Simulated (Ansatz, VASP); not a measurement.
**One calculation of C, two programs**

```
C
1.0
     1.22913    0.70964    3.28357
    -1.22913    0.70964    3.28357
     0.00000   -1.41928    3.28357
C
2
Direct
  0.16016 0.16016 0.16016
  0.83984 0.83984 0.83984
```

Change from the starting cell: mode 4 frozen in at -0.063 Å and mode 6 at +0.000 Å (largest displacements).

Alike in both runs: task single point; functional PBEsol; dispersion D3(BJ); k mesh 15 × 15 × 15; occupations gaussian, width 0.05 eV; no spin polarisation.

```csv
,VASP,Ansatz
version,VASP 6.6.1,Ansatz 0.2.0
potentials or method,"VASP PAW PBE potentials, release 64 (C), cutoff 520 eV","scalar-relativistic, plane waves, PAW"
valence electrons in the cell,8,8
```

Ansatz gave:

```
gap on the k mesh at the Fermi level (eV)                     : 0.94
least direct gap on the mesh (eV)                             : 1.01
pressure (GPa)                                                : -1.1
traceless stress, the component that is largest in VASP (GPa) : -1.97
rms of the force components (eV/Å)                            : 1.208
```

Estimate VASP's values.

gap on the k mesh at the Fermi level (eV): 0.94; least direct gap on the mesh (eV): 1.01; pressure (GPa): -0.4; traceless stress, the component that is largest in VASP (GPa): -2.73; rms of the force components (eV/Å): 1.202.

VASP's potentials were made for PBE, not for PBEsol. Atom by atom the forces differ by 0.006 eV/Å (rms over components).
